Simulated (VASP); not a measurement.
# LiF (P6_3mc) in VASP: further runs

Runs on LiF. Level: PBE. Tasks: single point.

Everything below comes from runs of VASP 6.6.1. Logs are shortened: lines on timing, memory, paths and dates and some standing lists are left out, and cuts for length are marked.

### 1 The cell of the first run

Symmetry: P6_3mc, No. 186, hexagonal system. The conventional cell has a = 3.047 Å, b = 3.047 Å, c = 5.160 Å, α = 90.00°, β = 90.00°, γ = 120.00°. Li (site symmetry 3m) has 4 F at 1.87 to 1.95 Å within 2.5 Å. Within 2.5 Å of F (site symmetry 3m) lie 4 Li at 1.87 to 1.95 Å.

### 2 Single point, PBE (c/a of the conventional cell at fixed volume 1.6936)

File INCAR:

```
ALGO = Normal ; EDIFF = 1E-7
ENCUT = 520 ; GGA = PE
ISIF = 2 ; ISMEAR = 0
LASPH = True ; LCHARG = False
LREAL = False ; LWAVE = False
NBANDS = 18 ; NELM = 60
PREC = Accurate ; SIGMA = 0.05
```

File KPOINTS:

```
k-points
0
Gamma
  9 9 6
```

File POSCAR:

```
LiF
1.0
    3.0467389106      0.0000000000      0.0000000000
   -1.5233694553      2.6385532953      0.0000000000
    0.0000000000      0.0000000000      5.1599570191
Li F
2 2
Direct
    0.3333333333      0.6666666667      0.3708711514
    0.6666666667      0.3333333333      0.8708711514
    0.3333333333      0.6666666667      0.9939266766
    0.6666666667      0.3333333333      0.4939266766
```

Potentials or basis: VASP PAW PBE potentials, release 64 (Li_sv, F).

Started as:

```sh
$ cat potpaw_PBE.64/Li_sv/POTCAR potpaw_PBE.64/F/POTCAR > POTCAR
$ mpirun -np 1 vasp_std > vasp.out
```

OUTCAR:

```text
EDIFF = 1E-7
   ENCUT = 520
   GGA = PE
   ISIF = 2
   ISMEAR = 0
   LASPH = True
   LREAL = False
   NELM = 60
   PREC = Accurate

 ion  position               nearest neighbor table
   1  0.333  0.667  0.371-   4 1.87   4 1.87   4 1.87   3 1.95
   2  0.667  0.333  0.871-   3 1.87   3 1.87   3 1.87   4 1.95
   3  0.333  0.667  0.994-   2 1.87   2 1.87   2 1.87   1 1.95
   4  0.667  0.333  0.494-   1 1.87   1 1.87   1 1.87   2 1.95

  LATTYP: Found a hexagonal cell.
 ALAT       =     3.0467389106
 C/A-ratio  =     1.6936000000

  Lattice vectors:

 A1 = (   3.0467389106,   0.0000000000,   0.0000000000)
 A2 = (  -1.5233694553,   2.6385532953,   0.0000000000)
 A3 = (   0.0000000000,   0.0000000000,   5.1599570191)

Analysis of symmetry for initial positions (statically):
=====================================================================
 Subroutine PRICEL returns:
 Original cell was already a primitive cell.

 Routine SETGRP: Setting up the symmetry group for a
 hexagonal supercell.

 Subroutine GETGRP returns: Found 12 space group operations
 (whereof  6 operations were pure point group operations)
 out of a pool of 24 trial point group operations.

The static configuration has the point symmetry C_3v.
 The point group associated with its full space group is C_6v.

Analysis of symmetry for dynamics (positions and initial velocities):
=====================================================================
 Subroutine PRICEL returns:
 Original cell was already a primitive cell.

 Routine SETGRP: Setting up the symmetry group for a
 hexagonal supercell.

 Subroutine GETGRP returns: Found 12 space group operations
 (whereof  6 operations were pure point group operations)
 out of a pool of 24 trial point group operations.

The dynamic configuration has the point symmetry C_3v.
 The point group associated with its full space group is C_6v.

 Subroutine INISYM returns: Found 12 space group operations
 (whereof  6 operations are pure point group operations),
 and found     1 'primitive' translations

----------------------------------------------------------------------------------------

                                     Primitive cell

  volume of cell :      41.4808

  direct lattice vectors                    reciprocal lattice vectors
     3.046738911  0.000000000  0.000000000     0.328219788  0.189497783  0.000000000
    -1.523369455  2.638553295  0.000000000     0.000000000  0.378995566  0.000000000
     0.000000000  0.000000000  5.159957019     0.000000000  0.000000000  0.193800064

  length of vectors
     3.046738911  3.046738911  5.159957019     0.378995566  0.378995566  0.193800064

  position of ions in fractional coordinates (direct lattice)
     0.333333333  0.666666667  0.370871151
     0.666666667  0.333333333  0.870871151
     0.333333333  0.666666667  0.993926677
     0.666666667  0.333333333  0.493926677

  ion indices of the primitive-cell ions
   primitive index   ion index
                 1           1
                 2           2
                 3           3
                 4           4

----------------------------------------------------------------------------------------

 KPOINTS: k-points

Automatic generation of k-mesh.
 Grid dimensions read from file:
 generate k-points for:    9    9    6

 Generating k-lattice:

  Cartesian coordinates                     Fractional coordinates (reciprocal lattice)
     0.036468865  0.021055309  0.000000000     0.111111111  0.000000000  0.000000000
     0.000000000  0.042110618  0.000000000     0.000000000  0.111111111  0.000000000
     0.000000000  0.000000000  0.032300011     0.000000000  0.000000000  0.166666667

  Length of vectors
     0.042110618  0.042110618  0.032300011

  Shift w.r.t. Gamma in fractional coordinates (k-lattice)
     0.000000000  0.000000000  0.000000000

 Subroutine IBZKPT returns following result:
 ===========================================

 Found     48 irreducible k-points:

 Following reciprocal coordinates:
            Coordinates               Weight
  0.000000  0.000000  0.000000      1.000000
  0.111111  0.000000  0.000000      6.000000
  0.222222  0.000000  0.000000      6.000000
  0.333333  0.000000  0.000000      6.000000
  0.444444  0.000000  0.000000      6.000000
  0.111111  0.111111  0.000000      6.000000
[... 16 lines left out ...]
  0.333333  0.222222  0.166667     24.000000
  0.333333  0.333333  0.166667      4.000000
 [... further k-points ...]
   k-points           NKPTS =     48   k-points in BZ     NKDIM =     48   number of bands    NBANDS=     18
   number of dos      NEDOS =    301   number of ions     NIONS =      4
   total plane-waves  NPLWV =  23040
   dimension x,y,z NGX =    24 NGY =   24 NGZ =   40
   dimension x,y,z NGXF=    48 NGYF=   48 NGZF=   80
   ions per type =               2   2
   NGX,Y,Z   is equivalent  to a cutoff of  13.10, 13.10, 12.89 a.u.
   NGXF,Y,Z  is equivalent  to a cutoff of  26.19, 26.19, 25.77 a.u.
 SYSTEM =  unknown system
   PREC   = accura    normal or accurate (medium, high low for compatibility)
   ISTART =      0    job   : 0-new  1-cont  2-samecut
   ICHARG =      2    charge: 1-file 2-atom 10-const
   ISPIN  =      1    spin polarized calculation?
   LNONCOLLINEAR =      F non collinear calculations
   LSORBIT =      F    spin-orbit coupling
   LASPH  =      T    aspherical Exc in radial PAW
   ENCUT  =  520.0 eV  38.22 Ry    6.18 a.u.   5.66  5.66  9.59*2*pi/ulx,y,z
   NELM   =     60;   NELMIN=  2; NELMDL= -5     # of ELM steps
   EDIFF  = 0.1E-06   stopping-criterion for ELM
   LREAL  =      F    real-space projection
   EDIFFG = 0.1E-05   stopping-criterion for IOM
   NSW    =      0    number of steps for IOM
   IBRION =     -1    ionic relax: 0-MD 1-quasi-New 2-CG
   NFREE  =      0    steps in history (QN), initial steepest desc. (CG)
   ISIF   =      2    stress and relaxation
   ISYM   =      2    0-nonsym 1-usesym 2-fastsym
   POTIM  = 0.5000    time-step for ionic-motion
   TEBEG  =    0.0;   TEEND  =   0.0 temperature during run
   PSTRESS=    0.0 pullay stress
   NELECT =      20.0000    total number of electrons
   NUPDOWN=      -1.0000    fix difference up-down
   EMIN   =  10.00;   EMAX   =-10.00  energy-range for DOS
   EFERMI =   0.00;   METHOD = LEGACY
   ISMEAR =     0;   SIGMA  =   0.05  broadening in eV -4-tet -1-fermi 0-gaus
   EFERMI_NEDOS =   21; number of points for ismear=-14 and -15
   IALGO  =     38    algorithm
   IMIX   =      4    mixing-type and parameters
     AMIX     =   0.40;   BMIX     =  1.00
     AMIX_MAG =   1.60;   BMIX_MAG =  1.00
  volume/ion in A,a.u.               =      10.37        69.98
  Fermi-wavevector in a.u.,A,eV,Ry     =   1.283716  2.425872 22.421420  1.647928
  Thomas-Fermi vector in A             =   2.415953
   LORBIT       =      0    0 simple, 1 ext, 2 COOP (PROOUT), +10 PAW based schemes
   GGA     = PE    functional components
   LHFCALC =     F    Hartree Fock is set to
   AEXX    =    0.0000 exact exchange contribution
   IVDW    =     0    specifies the selected vdW correction
   LEPSILON=     F    determine dielectric tensor
   LRPA    =     F    only Hartree local field effects (RPA)
 non-spin polarized calculation
 Gauss-broadening in eV      SIGMA  =   0.05
  energy-cutoff  :      520.00
  volume of cell :       41.48
 maximum number of plane-waves:      1131
 NGX is ok and might be reduce to    24
   NGX = 11   NGY = 11   NGZ = 19

 number of electron      19.9999981 magnetization

 Free energy of the ion-electron system (eV)
  ---------------------------------------------------
  ext. energy  EPLUGINS =         0.00000000
  ---------------------------------------------------
  free energy    TOTEN  =       -19.27312061 eV

  energy without entropy =      -19.27312061  energy(sigma->0) =      -19.27312061

 E-fermi :  -2.4591     XC(G=0):  -8.6411

 val. band max:       -2.7356362338   @ k =   0.0000   0.0000   0.0000
 cond. band min:       4.9037048407   @ k =   0.0000   0.0000   0.0000
 fundamental gap:      7.6393410745
 Fermi energy:        -2.4590552514

 k-point     1 :       0.0000    0.0000    0.0000
  band No.  band energies     occupation
      1     -43.2213      2.00000
      2     -43.1950      2.00000
      3     -22.0272      2.00000
      4     -21.8721      2.00000
      5      -4.6586      2.00000
      6      -2.9516      2.00000
[... 10 lines left out ...]
     17      17.1316      0.00000
     18      17.1316      0.00000

 k-point     2 :       0.1111    0.0000    0.0000
  band No.  band energies     occupation
      1     -43.2179      2.00000
      2     -43.1929      2.00000
      3     -22.0092      2.00000
      4     -21.8621      2.00000
      5      -4.5986      2.00000
      6      -3.1060      2.00000
[... 10 lines left out ...]
     17      17.1714      0.00000
     18      17.2223      0.00000

 k-point     3 :       0.2222    0.0000    0.0000
  band No.  band energies     occupation
      1     -43.2090      2.00000
      2     -43.1881      2.00000
      3     -21.9624      2.00000
      4     -21.8387      2.00000
      5      -4.4484      2.00000
      6      -3.5249      2.00000
[... 10 lines left out ...]
     17      17.0730      0.00000
     18      17.2062      0.00000

 k-point     4 :       0.3333    0.0000    0.0000
  band No.  band energies     occupation
      1     -43.1982      2.00000
      2     -43.1831      2.00000
      3     -21.9035      2.00000
      4     -21.8153      2.00000
      5      -4.3894      2.00000
      6      -3.8614      2.00000
[... 375 lines left out ...]
      4     -21.8115      2.00000
      5      -4.2212      2.00000
      6      -4.1533      2.00000
[... 10 lines left out ...]
     17      16.6697      0.00000
     18      17.9313      0.00000

 k-point    23 :       0.3333    0.2222    0.1667
  band No.  band energies     occupation
      1     -43.1858      2.00000
      2     -43.1807      2.00000
      3     -21.8343      2.00000
      4     -21.8057      2.00000
      5      -4.4508      2.00000
      6      -3.9923      2.00000
[... 10 lines left out ...]
     17      16.0335      0.00000
     18      17.9156      0.00000

 k-point    24 :       0.3333    0.3333    0.1667
  band No.  band energies     occupation
      1     -43.1819      2.00000
      2     -43.1819      2.00000
      3     -21.8123      2.00000
      4     -21.8123      2.00000
      5      -4.4718      2.00000
      6      -3.7964      2.00000
[... 10 lines left out ...]
     17      15.5266      0.00000
     18      17.9729      0.00000

 [... further k-points ...]

------------------------ aborting loop because EDIFF is reached ----------------------------------------

  FORCE on cell =-STRESS in cart. coord.  units (eV):
  Direction    XX          YY          ZZ          XY          YZ          ZX
  --------------------------------------------------------------------------------------
  -------------------------------------------------------------------------------------
  Total        0.4260333      0.4260333     -0.8430664      0.0000000      0.0000000      0.0000000
  in kB       16.4553422     16.4553422    -32.5630572      0.0000000      0.0000000      0.0000000
  external PRESSURE =       0.1158758 kB  Pullay stress =       0.0000000 kB

 VOLUME and BASIS-vectors are now :
 -----------------------------------------------------------------------------
  energy-cutoff  :      520.00
  volume of cell :       41.48
      direct lattice vectors                 reciprocal lattice vectors
     3.046738911  0.000000000  0.000000000     0.328219788  0.189497783  0.000000000
    -1.523369455  2.638553295  0.000000000     0.000000000  0.378995566  0.000000000
     0.000000000  0.000000000  5.159957019     0.000000000  0.000000000  0.193800064

 POSITION                                       TOTAL-FORCE (eV/Angst)
 -----------------------------------------------------------------------------------
     -0.00000      1.75904      1.91368        -0.000000      0.000000     -0.077703
      1.52337      0.87952      4.49366         0.000000      0.000000     -0.077703
     -0.00000      1.75904      5.12862        -0.000000      0.000000      0.077703
      1.52337      0.87952      2.54864         0.000000     -0.000000      0.077703
 -----------------------------------------------------------------------------------
    total drift:                                0.000000      0.000001      0.001686

  FREE ENERGIE OF THE ION-ELECTRON SYSTEM (eV)
  ---------------------------------------------------
  free  energy   TOTEN  =       -19.2731206108 eV

  energy  without entropy=      -19.2731206108  energy(sigma->0) =      -19.27312061
```

Wall time 22 s (1 thread of Intel Xeon 6975P-C, shared host); peak memory 0.17 GiB.

Results:

| Quantity | Value |
| --- | --- |
| Free energy | -19.2731 eV |
| Largest force | 0.078 eV/Å |
| Band gap on the k mesh | 7.64 eV, direct |

Forces on the atoms (eV/Å):
```
Li   0.000  0.000 -0.078
Li   0.000  0.000 -0.078
F    0.000  0.000  0.078
F    0.000  0.000  0.078
```

Caveat: the cutoff is under 1.25 times the usual one of these potentials, so pressure, stress and relaxed cells hold a basis-set (Pulay) error. A k mesh can miss the band edges.

### 3 Single point, PBE (c/a of the conventional cell at fixed volume 1.6434)

File INCAR:

```
ALGO = Normal
EDIFF = 1E-7
ENCUT = 520
GGA = PE
ISIF = 2
ISMEAR = 0
LASPH = T
LCHARG = T
LELF = T
LREAL = F
LVHAR = T
LWAVE = F
NBANDS = 18
NELM = 100
PREC = Accurate
SIGMA = 0.05
```

KPOINTS is that of step 2.

File POSCAR:

```
LiF
1.0
    3.0774506209      0.0000000000      0.0000000000
   -1.5387253104      2.6651504166      0.0000000000
    0.0000000000      0.0000000000      5.0574823504
Li F
2 2
Direct
    0.3333333333      0.6666666667      0.3912714954
    0.6666666667      0.3333333333      0.8912714954
    0.3333333333      0.6666666667      0.9939266766
    0.6666666667      0.3333333333      0.4939266766
```

Potentials or basis: VASP PAW PBE potentials, release 64 (Li_sv, F).

Started as:

```sh
$ cat potpaw_PBE.64/Li_sv/POTCAR potpaw_PBE.64/F/POTCAR > POTCAR
$ mpirun -np 1 vasp_std > vasp.out
```

OUTCAR:

```text
EDIFF = 1E-7
   ENCUT = 520
   GGA = PE
   ISIF = 2
   ISMEAR = 0
   LASPH = T
   LREAL = F
   NELM = 100
   PREC = Accurate

 ion  position               nearest neighbor table
   1  0.333  0.667  0.391-   4 1.85   4 1.85   4 1.85   3 2.01
   2  0.667  0.333  0.891-   3 1.85   3 1.85   3 1.85   4 2.01
   3  0.333  0.667  0.994-   2 1.85   2 1.85   2 1.85   1 2.01
   4  0.667  0.333  0.494-   1 1.85   1 1.85   1 1.85   2 2.01

[... 705 lines left out ...]

  FORCE on cell =-STRESS in cart. coord.  units (eV):
  Direction    XX          YY          ZZ          XY          YZ          ZX
  --------------------------------------------------------------------------------------
  -------------------------------------------------------------------------------------
  Total        0.5264783      0.5264783     -0.7883998      0.0000000     -0.0000000      0.0000000
  in kB       20.3349855     20.3349855    -30.4515825      0.0000000     -0.0000000      0.0000000
  external PRESSURE =       3.4061295 kB  Pullay stress =       0.0000000 kB

 VOLUME and BASIS-vectors are now :
 -----------------------------------------------------------------------------
  energy-cutoff  :      520.00
  volume of cell :       41.48
      direct lattice vectors                 reciprocal lattice vectors
     3.077450621  0.000000000  0.000000000     0.324944288  0.187606672  0.000000000
    -1.538725310  2.665150417  0.000000000     0.000000000  0.375213344  0.000000000
     0.000000000  0.000000000  5.057482350     0.000000000  0.000000000  0.197726839

 POSITION                                       TOTAL-FORCE (eV/Angst)
 -----------------------------------------------------------------------------------
     -0.00000      1.77677      1.97885         0.000000     -0.000000     -0.220426
      1.53873      0.88838      4.50759        -0.000000     -0.000000     -0.220426
     -0.00000      1.77677      5.02677        -0.000000      0.000000      0.220426
      1.53873      0.88838      2.49803         0.000000     -0.000000      0.220426
 -----------------------------------------------------------------------------------
    total drift:                                0.000001      0.000001     -0.000460

  FREE ENERGIE OF THE ION-ELECTRON SYSTEM (eV)
  ---------------------------------------------------
  free  energy   TOTEN  =       -19.2663703352 eV

  energy  without entropy=      -19.2663703352  energy(sigma->0) =      -19.26637034
```

OSZICAR:

```text
N       E                     dE             d eps       ncg     rms          rms(c)
DAV:   1     0.122814058956E+03    0.12281E+03   -0.10700E+04  1736   0.120E+03
DAV:   2    -0.100705050423E+02   -0.13288E+03   -0.13000E+03  1966   0.300E+02
DAV:   3    -0.206176409821E+02   -0.10547E+02   -0.10487E+02  3308   0.626E+01
DAV:   4    -0.207089602226E+02   -0.91319E-01   -0.91187E-01  2212   0.717E+00
DAV:   5    -0.207100967752E+02   -0.11366E-02   -0.11364E-02  2292   0.656E-01    0.740E+00
DAV:   6    -0.191992848719E+02    0.15108E+01   -0.42198E+00  1812   0.153E+01    0.232E+00
DAV:   7    -0.192265850172E+02   -0.27300E-01   -0.12624E-01  1946   0.245E+00    0.151E+00
DAV:   8    -0.192664610878E+02   -0.39876E-01   -0.65470E-02  1964   0.245E+00    0.387E-01
DAV:   9    -0.192652007492E+02    0.12603E-02   -0.71719E-03  2366   0.711E-01    0.103E-01
DAV:  10    -0.192663799437E+02   -0.11792E-02   -0.16481E-03  1846   0.272E-01    0.509E-02
DAV:  11    -0.192663663682E+02    0.13576E-04   -0.61342E-05  2388   0.711E-02    0.955E-03
DAV:  12    -0.192663698114E+02   -0.34432E-05   -0.77767E-06  1866   0.212E-02    0.137E-03
DAV:  13    -0.192663700736E+02   -0.26223E-06   -0.24030E-07  2398   0.403E-03    0.580E-04
DAV:  14    -0.192663703331E+02   -0.25948E-06   -0.31526E-08  1466   0.167E-03    0.186E-04
DAV:  15    -0.192663703352E+02   -0.21103E-08   -0.86610E-09  1032   0.695E-04
   1 F= -.19266370E+02 E0= -.19266370E+02  d E =-.466992E-21
```

stdout:

```text
POSCAR found type information on POSCAR LiF
 POSCAR found :  2 types and       4 ions
 scaLAPACK will be used
 LDA part: xc-table for (Slater+PW92), standard interpolation
 POSCAR, INCAR and KPOINTS ok, starting setup
 FFT: planning ... GRIDC
 FFT: planning ... GRID_SOFT
 FFT: planning ... GRID
 WAVECAR not read
 entering main loop
```

It took 25 s on 1 thread of Intel Xeon 6975P-C, shared host; peak memory 0.17 GiB.

Results:

| Property | Result |
| --- | --- |
| Free energy | -19.2664 eV |
| Largest force | 0.220 eV/Å |
| Band gap on the k mesh | 7.58 eV, direct |

Forces in eV/Å, atoms in the order of the input:
```
Li   0.000  0.000 -0.220
Li   0.000  0.000 -0.220
F    0.000  0.000  0.220
F    0.000  0.000  0.220
```

Caveat: the cutoff is under 1.25 times the usual one of these potentials, so pressure, stress and relaxed cells hold a basis-set (Pulay) error. A k mesh can miss the band edges.

(Part 1 of 2 ends here.)
